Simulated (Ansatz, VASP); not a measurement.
InP in VASP and in Ansatz

File INCAR:

```
SYSTEM = InP
ALGO = Normal
EDIFF = 1E-6
ENCUT = 520
GGA = PS
ISIF = 2
ISMEAR = -1
LASPH = .TRUE.
LCHARG = .FALSE.
LREAL = .FALSE.
LWAVE = .FALSE.
NBANDS = 16
NELM = 60
PREC = Accurate
SIGMA = 0.03
```

The input KPOINTS:

```
k-points
0
G
  11 11 11
  0 0 0
```

Contents of POSCAR:

```
InP
1.0
   -0.0285500000      2.8407250000      2.8407250000
    2.8407250000     -0.0285500000      2.8407250000
    2.8407250000      2.8407250000     -0.0285500000
In P
1 1
Direct
    0.0000000000      0.0000000000      0.0000000000
    0.5000000000      0.5000000000      0.5000000000
```

Input for Ansatz:

```yaml
crystal:
  lattice:
    - [-0.02855, 2.840725, 2.840725]
    - [2.840725, -0.02855, 2.840725]
    - [2.840725, 2.840725, -0.02855]
  atoms:
    - { symbol: In, position: [0.0, 0.0, 0.0] }
    - { symbol: P, position: [0.5, 0.5, 0.5] }
kpoints:
  mp_grid: { grid: [11, 11, 11] }
  band_path:
    path:
      - [0.0, 0.0, 0.0]
      - [0.5, 0.5, 0.5]
      - [0.2525443832, 0.5, 0.7474556168]
      - [-0.2525443832, 0.2525443832, 0.5]
      - [0.0, 0.0, 0.5]
      - [0.0, 0.0, 0.0]
      - [-0.3762721916, 0.0, 0.3762721916]
      - [0.0, 0.3762721916, 0.6237278084]
      - [0.0, 0.5, 0.5]
    npoints: 5
scf:
  occupations: { method: fermi_dirac, width: 0.03 }
hamiltonian:
  xc: pbesol
  pseudopotentials: { kind: all_electron, lapw: { basis_error: 0.00025 } }
output:
  forces: true
  stress: true
  eigenvalues: true
```

Change from the starting cell: equal xy, yz and zx shear strains of -1 %.

Alike in both runs: task single point; functional PBEsol; k mesh 11 × 11 × 11; occupations fermi-dirac, width 0.03 eV; no spin polarisation.

```csv
,VASP,Ansatz
version,VASP 6.6.1,Ansatz 0.2.0
potentials or method,"VASP PAW PBE potentials, release 64 (In_d, P), cutoff 520 eV","all-electron LAPW, scalar-relativistic"
```

```csv
,VASP,Ansatz,Ansatz less VASP
pressure (GPa),-8.2,-8.2,0.00
"traceless stress, the component that is largest in VASP (GPa)",0.27,0.27,0.000
```

VASP's potentials were made for PBE, not for PBEsol. Ansatz ran all-electron here, and VASP with PAW potentials.
